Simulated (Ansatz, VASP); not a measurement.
TaN in VASP and in Ansatz

```xyz
4
Lattice="3.1098 0.0000 0.0000 -1.5549 2.6932 0.0000 0.0000 0.0000 5.0369" Properties=species:S:1:pos:R:3 pbc="T T T"
Ta    0.0000    1.7955    0.0000
Ta    1.5549    0.8977    2.5184
N     0.0000    1.7955    1.9392
N     1.5549    0.8977    4.4576
```

Change from the starting cell: volume scaled by 1.06, crystal datasets.

Alike in both runs: task electric field gradients; functional PBE; k mesh 9 × 9 × 5; occupations fermi-dirac, width 0.01 eV; no spin polarisation.

|  | VASP | Ansatz |
| --- | --- | --- |
| version | VASP 6.6.1 | Ansatz 0.2.0 |
| potentials or method | VASP PAW PBE potentials, release 64 (Ta_pv, N), cutoff 520 eV | all-electron PAW with datasets made for the crystal, scalar-relativistic |

VASP gave:

```
pressure (GPa)                                                : 101.0
traceless stress, the component that is largest in VASP (GPa) : -12.78
rms of the force components (eV/Å)                            : 1.263
size of Vzz on the site where it differs most (V/Å²)          : 116.4
```

Problem. Which values does Ansatz return?

Solution. Pressure (GPa): 97.1; traceless stress, the component that is largest in VASP (GPa): -12.25; rms of the force components (eV/Å): 1.237; size of Vzz on the site where it differs most (V/Å²): 113.9.

Atom by atom the forces differ by 0.026 eV/Å (rms over components). Both programs put the cell under a high pressure, so it lies far from rest at this level. Ansatz ran all-electron here, and VASP with PAW potentials.

Spin-orbit coupling is off throughout. Noted on VASP's run: the cell as given lies far from equilibrium.
